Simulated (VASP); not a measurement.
Input of a VASP 6.6.1 run:

File INCAR:

```
PREC     = Accurate       # precision mode
ENCUT    = 520            # plane-wave cutoff, eV
EDIFF    = 1E-6           # SCF threshold, eV
ISMEAR   = 1              # smearing method
SIGMA    = 0.01           # smearing width, eV
LREAL    = False          # projectors in reciprocal space
LASPH    = True           # aspherical terms in the spheres
NELM     = 80             # most SCF steps
ALGO     = Normal         # electronic algorithm
ISIF     = 2              # what is computed and relaxed
LWAVE    = False          # write WAVECAR
LCHARG   = True           # write CHGCAR
GGA      = RE             # functional
IVDW     = 12             # dispersion correction
LELF     = True           # ELF
LVHAR    = True         
NBANDS   = 8              # bands
```

File KPOINTS:

```
Automatic mesh
0
Gamma
  9 9 9
```

File POSCAR:

```
Sb
1.0
    2.9877880000      0.0000000000      0.0000000000
   -0.9959293021      2.8169135518      0.0000000000
   -0.9959293021     -1.4084567097      2.4395187343
Sb
1
Direct
    0.0000000000      0.0000000000      0.0000000000
```

Potentials or basis: VASP PAW PBE potentials, release 64 (Sb).

The run is started by

```sh
$ cat potpaw_PBE.64/Sb/POTCAR > POTCAR
$ mpirun -np 1 vasp_std > vasp.out
```

Predict the dispersion energy per atom.

-1.292 eV.

What does it give for the pressure?

23.9 GPa.

Caveat: three body term missing; the PAW data sets were made with another functional, which shifts forces and pressure a little; pairwise dispersion overbinds metals, which lowers pressure and volume.
